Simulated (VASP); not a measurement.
# PbI2 (P-3m1) in VASP: single point with PBE0

Aim: the single point of PbI2 with PBE0.

Program: VASP 6.6.1. These are calculated values, not measurements. Logs are shortened: lines on timing, memory, paths and dates and some standing lists are left out, and cuts for length are marked.

## 1. The cell of the first run

Symmetry: P-3m1, No. 164, trigonal system. The conventional cell has a = 4.564 Å, b = 4.564 Å, c = 7.048 Å, α = 90.00°, β = 90.00°, γ = 120.00°. Within 4.3 Å of Pb (site symmetry -3m) lie 6 I at 3.24 Å. Within 4.3 Å of I (site symmetry 3m) lie 3 Pb at 3.24 Å and 3 I at 4.21 Å.

## 2. Single point, PBE0

POSCAR

```
PbI2
1.0
    4.5640817254      0.0000000000      0.0000000000
   -2.2820408627      3.9526107191      0.0000000000
    0.0000000000      0.0000000000      7.0475120745
Pb I
1 2
Direct
    0.0000000000      0.0000000000      0.0000000000
    0.3333333333      0.6666666667      0.2667068028
    0.6666666667      0.3333333333      0.7332931972
```

INCAR.step1

```
  PREC = Accurate
  ENCUT = 400
  EDIFF = 1E-5
  ISMEAR = 0
  SIGMA = 0.01
  LREAL = False
  LASPH = True
  NELM = 120
  ALGO = Normal
  ISIF = 2
  LWAVE = True
  LCHARG = False
  NBANDS = 21
  GGA = PE
  GGA_COMPAT = False
```

INCAR.step2

```
  PREC = Accurate
  ENCUT = 400
  EDIFF = 1E-6
  ISMEAR = 0
  SIGMA = 0.01
  LREAL = False
  LASPH = True
  NELM = 120
  ALGO = Normal
  ISIF = 2
  LWAVE = False
  LCHARG = False
  GGA = PE
  LHFCALC = True
  AEXX = 0.25
  PRECFOCK = Normal
  NBANDS = 21
  ISTART = 1
  GGA_COMPAT = False
```

KPOINTS

```
regular mesh
0
Gamma
  6 6 2
```

Potentials or basis: VASP PAW PBE potentials, release 64 (Pb_d, I).

Launch:

```bash
> cat potpaw_PBE.64/Pb_d/POTCAR potpaw_PBE.64/I/POTCAR > POTCAR
> cp INCAR.step1 INCAR
> mpirun -np 1 vasp_std > vasp.out
> cp INCAR.step2 INCAR
> mpirun -np 1 vasp_std > vasp.out
```

OUTCAR:

```text
PREC = Accurate
   ENCUT = 400
   EDIFF = 1E-6
   ISMEAR = 0
   LREAL = False
   LASPH = True
   NELM = 120
   ISIF = 2
   GGA = PE
   LHFCALC = True
   AEXX = 0.25
   PRECFOCK = Normal
   ISTART = 1

 ion  position               nearest neighbor table
   1  0.000  0.000  0.000-   2 3.24   3 3.24   2 3.24   3 3.24   3 3.24   2 3.24
   2  0.333  0.667  0.267-   1 3.24   1 3.24   1 3.24
   3  0.667  0.333  0.733-   1 3.24   1 3.24   1 3.24

  LATTYP: Found a hexagonal cell.
 ALAT       =     4.5640817254
 C/A-ratio  =     1.5441248642

  Lattice vectors:

 A1 = (   4.5640817254,   0.0000000000,   0.0000000000)
 A2 = (  -2.2820408627,   3.9526107191,   0.0000000000)
 A3 = (   0.0000000000,   0.0000000000,   7.0475120745)

Analysis of symmetry for initial positions (statically):
=====================================================================
 Subroutine PRICEL returns:
 Original cell was already a primitive cell.

 Routine SETGRP: Setting up the symmetry group for a
 hexagonal supercell.

 Subroutine GETGRP returns: Found 12 space group operations
 (whereof 12 operations were pure point group operations)
 out of a pool of 24 trial point group operations.

The static configuration has the point symmetry D_3d.

Analysis of symmetry for dynamics (positions and initial velocities):
=====================================================================
 Subroutine PRICEL returns:
 Original cell was already a primitive cell.

 Routine SETGRP: Setting up the symmetry group for a
 hexagonal supercell.

 Subroutine GETGRP returns: Found 12 space group operations
 (whereof 12 operations were pure point group operations)
 out of a pool of 24 trial point group operations.

The dynamic configuration has the point symmetry D_3d.

 Subroutine INISYM returns: Found 12 space group operations
 (whereof 12 operations are pure point group operations),
 and found     1 'primitive' translations

----------------------------------------------------------------------------------------

                                     Primitive cell

  volume of cell :     127.1374

  direct lattice vectors                    reciprocal lattice vectors
     4.564081725  0.000000000  0.000000000     0.219102124  0.126498670  0.000000000
    -2.282040863  3.952610719  0.000000000     0.000000000  0.252997341  0.000000000
     0.000000000  0.000000000  7.047512075     0.000000000  0.000000000  0.141894046

  length of vectors
     4.564081725  4.564081725  7.047512075     0.252997341  0.252997341  0.141894046

  position of ions in fractional coordinates (direct lattice)
     0.000000000  0.000000000  0.000000000
     0.333333333  0.666666667  0.266706803
     0.666666667  0.333333333  0.733293197

  ion indices of the primitive-cell ions
   primitive index   ion index
                 1           1
                 2           2
                 3           3

----------------------------------------------------------------------------------------

 KPOINTS: regular mesh

Automatic generation of k-mesh.
 Grid dimensions read from file:
 generate k-points for:    6    6    2

 Generating k-lattice:

  Cartesian coordinates                     Fractional coordinates (reciprocal lattice)
     0.036517021  0.021083112  0.000000000     0.166666667  0.000000000  0.000000000
     0.000000000  0.042166223  0.000000000     0.000000000  0.166666667  0.000000000
     0.000000000  0.000000000  0.070947023     0.000000000  0.000000000  0.500000000

  Length of vectors
     0.042166223  0.042166223  0.070947023

  Shift w.r.t. Gamma in fractional coordinates (k-lattice)
     0.000000000  0.000000000  0.000000000

 Subroutine IBZKPT returns following result:
 ===========================================

 Found     14 irreducible k-points:

 Following reciprocal coordinates:
            Coordinates               Weight
  0.000000  0.000000  0.000000      1.000000
  0.166667  0.000000  0.000000      6.000000
  0.333333  0.000000  0.000000      6.000000
  0.500000  0.000000  0.000000      3.000000
  0.166667  0.166667  0.000000      6.000000
  0.333333  0.166667  0.000000     12.000000
  0.333333  0.333333  0.000000      2.000000
  0.000000  0.000000  0.500000      1.000000
  0.166667  0.000000  0.500000      6.000000
  0.333333  0.000000  0.500000      6.000000
  0.500000  0.000000  0.500000      3.000000
  0.166667  0.166667  0.500000      6.000000
  0.333333  0.166667  0.500000     12.000000
  0.333333  0.333333  0.500000      2.000000
   k-points           NKPTS =     14   k-points in BZ     NKDIM =     72   number of bands    NBANDS=     21
   number of dos      NEDOS =    301   number of ions     NIONS =      3
   total plane-waves  NPLWV =  43200
   dimension x,y,z NGX =    30 NGY =   30 NGZ =   48
   dimension x,y,z NGXF=    60 NGYF=   60 NGZF=   96
   ions per type =               1   2
   NGX,Y,Z   is equivalent  to a cutoff of  10.93, 10.93, 11.32 a.u.
   NGXF,Y,Z  is equivalent  to a cutoff of  21.85, 21.85, 22.65 a.u.
 SYSTEM =  unknown system
   PREC   = accura    normal or accurate (medium, high low for compatibility)
   ISTART =      1    job   : 0-new  1-cont  2-samecut
   ICHARG =      0    charge: 1-file 2-atom 10-const
   ISPIN  =      1    spin polarized calculation?
   LNONCOLLINEAR =      F non collinear calculations
   LSORBIT =      F    spin-orbit coupling
   LASPH  =      T    aspherical Exc in radial PAW
   ENCUT  =  400.0 eV  29.40 Ry    5.42 a.u.   7.44  7.44 11.49*2*pi/ulx,y,z
   NELM   =    120;   NELMIN=  2; NELMDL=  0     # of ELM steps
   EDIFF  = 0.1E-05   stopping-criterion for ELM
   LREAL  =      F    real-space projection
   EDIFFG = 0.1E-04   stopping-criterion for IOM
   NSW    =      0    number of steps for IOM
   IBRION =     -1    ionic relax: 0-MD 1-quasi-New 2-CG
   NFREE  =      0    steps in history (QN), initial steepest desc. (CG)
   ISIF   =      2    stress and relaxation
   ISYM   =      3    0-nonsym 1-usesym 2-fastsym
   POTIM  = 0.5000    time-step for ionic-motion
   TEBEG  =    0.0;   TEEND  =   0.0 temperature during run
   PSTRESS=    0.0 pullay stress
   NELECT =      28.0000    total number of electrons
   NUPDOWN=      -1.0000    fix difference up-down
   EMIN   =  10.00;   EMAX   =-10.00  energy-range for DOS
   EFERMI =   0.00;   METHOD = LEGACY
   ISMEAR =     0;   SIGMA  =   0.01  broadening in eV -4-tet -1-fermi 0-gaus
   EFERMI_NEDOS =   21; number of points for ismear=-14 and -15
   IALGO  =     38    algorithm
   IMIX   =      1    mixing-type and parameters
     AMIX     =   0.40;   BMIX     =  1.00
     AMIX_MAG =   1.60;   BMIX_MAG =  1.00
  volume/ion in A,a.u.               =      42.38       285.99
  Fermi-wavevector in a.u.,A,eV,Ry     =   0.988636  1.868251 13.298349  0.977401
  Thomas-Fermi vector in A             =   2.120177
   LORBIT       =      0    0 simple, 1 ext, 2 COOP (PROOUT), +10 PAW based schemes
   GGA     = PE    functional components
   LHFCALC =     T    Hartree Fock is set to
   PRECFOCK=normal    Normal, Fast or Accurate (Low or Medium for compatibility)
   ENCUT4O =  -1.0   cutoff for four orbital integrals eV
   NKREDX  =     1    reduce k-point grid by
   NKREDY  =     1    reduce k-point grid by
   NKREDZ  =     1    reduce k-point grid by
   AEXX    =    0.2500 exact exchange contribution
   HFSCREEN=    0.0000 screening length (either q_TF or 0.3 A-1)
   HFSCREENC=   0.0000 screening length for correlation (either q_TF or 0.3 A-1)
   ENCUTFOCK=  -1.0 apply spherical cutoff to Coloumb kernel
   IVDW    =     0    specifies the selected vdW correction
   LEPSILON=     F    determine dielectric tensor
   LRPA    =     F    only Hartree local field effects (RPA)
 non-spin polarized calculation
 Gauss-broadening in eV      SIGMA  =   0.01
  energy-cutoff  :      400.00
  volume of cell :      127.14
 maximum number of plane-waves:      2326
 NGX is ok and might be reduce to    30
  NGX = 24; NGY = 24; NGZ = 36

 number of electron      27.9999997 magnetization

 Free energy of the ion-electron system (eV)
  ---------------------------------------------------
  ext. energy  EPLUGINS =         0.00000000
  ---------------------------------------------------
  free energy    TOTEN  =       -11.48839390 eV

  energy without entropy =      -11.48839390  energy(sigma->0) =      -11.48839390

 E-fermi :   1.8264     XC(G=0):  -6.3970

 val. band max:        1.7111826937   @ k =   0.0000   0.0000   0.5000
 cond. band min:       5.2894388391   @ k =   0.0000   0.0000   0.5000
 fundamental gap:      3.5782561455
 Fermi energy:         1.8264403921

 k-point     1 :       0.0000    0.0000    0.0000
  band No.  band energies     occupation
      1     -16.1787      2.00000
      2     -16.1787      2.00000
      3     -16.1545      2.00000
      4     -16.1477      2.00000
      5     -16.1477      2.00000
      6     -11.6905      2.00000
[... 13 lines left out ...]
     20      11.1505      0.00000
     21      11.1858      0.00000

 k-point     2 :       0.1667    0.0000    0.0000
  band No.  band energies     occupation
      1     -16.1888      2.00000
      2     -16.1761      2.00000
      3     -16.1522      2.00000
      4     -16.1487      2.00000
      5     -16.1459      2.00000
      6     -11.5549      2.00000
[... 13 lines left out ...]
     20      10.6551      0.00000
     21      11.2990      0.00000

 k-point     3 :       0.3333    0.0000    0.0000
  band No.  band energies     occupation
      1     -16.2098      2.00000
      2     -16.1731      2.00000
      3     -16.1542      2.00000
      4     -16.1430      2.00000
      5     -16.1400      2.00000
      6     -11.2227      2.00000
[... 13 lines left out ...]
     20      11.5696      0.00000
     21      12.1607      0.00000

 k-point     4 :       0.5000    0.0000    0.0000
  band No.  band energies     occupation
      1     -16.2203      2.00000
      2     -16.1726      2.00000
      3     -16.1558      2.00000
      4     -16.1395      2.00000
      5     -16.1361      2.00000
      6     -10.9792      2.00000
[... 13 lines left out ...]
     20      12.3900      0.00000
     21      13.1441      0.00000

 k-point     5 :       0.1667    0.1667    0.0000
  band No.  band energies     occupation
      1     -16.2010      2.00000
      2     -16.1770      2.00000
      3     -16.1504      2.00000
      4     -16.1488      2.00000
      5     -16.1409      2.00000
      6     -11.3183      2.00000
[... 13 lines left out ...]
     20      11.2889      0.00000
     21      12.0136      0.00000

 k-point     6 :       0.3333    0.1667    0.0000
  band No.  band energies     occupation
      1     -16.2118      2.00000
      2     -16.1804      2.00000
      3     -16.1519      2.00000
      4     -16.1425      2.00000
      5     -16.1379      2.00000
      6     -10.9978      2.00000
[... 13 lines left out ...]
     20      11.5834      0.00000
     21      12.8421      0.00000

 k-point     7 :       0.3333    0.3333    0.0000
  band No.  band energies     occupation
      1     -16.1982      2.00000
      2     -16.1982      2.00000
      3     -16.1445      2.00000
      4     -16.1445      2.00000
      5     -16.1415      2.00000
      6     -10.7986      2.00000
[... 13 lines left out ...]
     20      10.4283      0.00000
     21      12.4607      0.00000
[... 51 lines left out ...]
      1     -16.2100      2.00000
      2     -16.1731      2.00000
      3     -16.1543      2.00000
      4     -16.1430      2.00000
      5     -16.1400      2.00000
      6     -11.0902      2.00000
[... 13 lines left out ...]
     20      11.1226      0.00000
     21      11.3406      0.00000

 k-point    11 :       0.5000    0.0000    0.5000
  band No.  band energies     occupation
      1     -16.2206      2.00000
      2     -16.1726      2.00000
      3     -16.1559      2.00000
      4     -16.1394      2.00000
      5     -16.1361      2.00000
      6     -10.8990      2.00000
[... 13 lines left out ...]
     20      11.4777      0.00000
     21      12.2617      0.00000

 k-point    12 :       0.1667    0.1667    0.5000
  band No.  band energies     occupation
      1     -16.2012      2.00000
      2     -16.1771      2.00000
      3     -16.1504      2.00000
      4     -16.1487      2.00000
      5     -16.1409      2.00000
      6     -11.1708      2.00000
[... 13 lines left out ...]
     20      10.9070      0.00000
     21      11.1385      0.00000

 k-point    13 :       0.3333    0.1667    0.5000
  band No.  band energies     occupation
      1     -16.2120      2.00000
      2     -16.1804      2.00000
      3     -16.1519      2.00000
      4     -16.1425      2.00000
      5     -16.1379      2.00000
      6     -10.9140      2.00000
[... 13 lines left out ...]
     20      11.4416      0.00000
     21      11.5586      0.00000

 k-point    14 :       0.3333    0.3333    0.5000
  band No.  band energies     occupation
      1     -16.1983      2.00000
      2     -16.1983      2.00000
      3     -16.1445      2.00000
      4     -16.1445      2.00000
      5     -16.1415      2.00000
      6     -10.7948      2.00000
[... 13 lines left out ...]
     20      10.9721      0.00000
     21      11.4400      0.00000

------------------------ aborting loop because EDIFF is reached ----------------------------------------

  FORCE on cell =-STRESS in cart. coord.  units (eV):
  Direction    XX          YY          ZZ          XY          YZ          ZX
  --------------------------------------------------------------------------------------
  -------------------------------------------------------------------------------------
  Total        0.5132924      0.5132924      0.4274435     -0.0000000      0.0000000     -0.0000000
  in kB        6.4684789      6.4684789      5.3866162     -0.0000000      0.0000000     -0.0000000
  external PRESSURE =       6.1078580 kB  Pullay stress =       0.0000000 kB

 VOLUME and BASIS-vectors are now :
 -----------------------------------------------------------------------------
  energy-cutoff  :      400.00
  volume of cell :      127.14
      direct lattice vectors                 reciprocal lattice vectors
     4.564081725  0.000000000  0.000000000     0.219102124  0.126498670  0.000000000
    -2.282040863  3.952610719  0.000000000     0.000000000  0.252997341  0.000000000
     0.000000000  0.000000000  7.047512075     0.000000000  0.000000000  0.141894046

 POSITION                                       TOTAL-FORCE (eV/Angst)
 -----------------------------------------------------------------------------------
      0.00000      0.00000      0.00000        -0.000000     -0.000000      0.000000
     -0.00000      2.63507      1.87962         0.000000      0.000000     -0.072037
      2.28204      1.31754      5.16789         0.000000     -0.000000      0.072037
 -----------------------------------------------------------------------------------
    total drift:                               -0.000001     -0.000001     -0.000004

  FREE ENERGIE OF THE ION-ELECTRON SYSTEM (eV)
  ---------------------------------------------------
  free  energy   TOTEN  =       -11.4883939013 eV

  energy  without entropy=      -11.4883939013  energy(sigma->0) =      -11.48839390
```

Run time: 44 min. Hardware: 1 thread of Intel Xeon Platinum 8259CL at 2.50GHz (Skylake/Cascade Lake), shared host; peak memory 0.24 GiB.

What came out:

- Free energy: -11.4884 eV
- Pressure: 0.6 GPa
- Largest force: 0.072 eV/Å
- Band gap on the k mesh: 3.58 eV

Forces in eV/Å, atoms in the order of the input:
```
Pb   0.000  0.000  0.000
I    0.000  0.000 -0.072
I    0.000  0.000  0.072
```

Caveat: the k points lie up to 0.45 Å⁻¹ apart; the PAW data sets were made with another functional, which shifts forces and pressure a little; spin-orbit coupling is left out, which moves the levels of the heavy elements; this functional lacks dispersion, which binds layers or chains, so the pressure and a relaxed spacing across them are unreliable. A k mesh can miss the band edges.
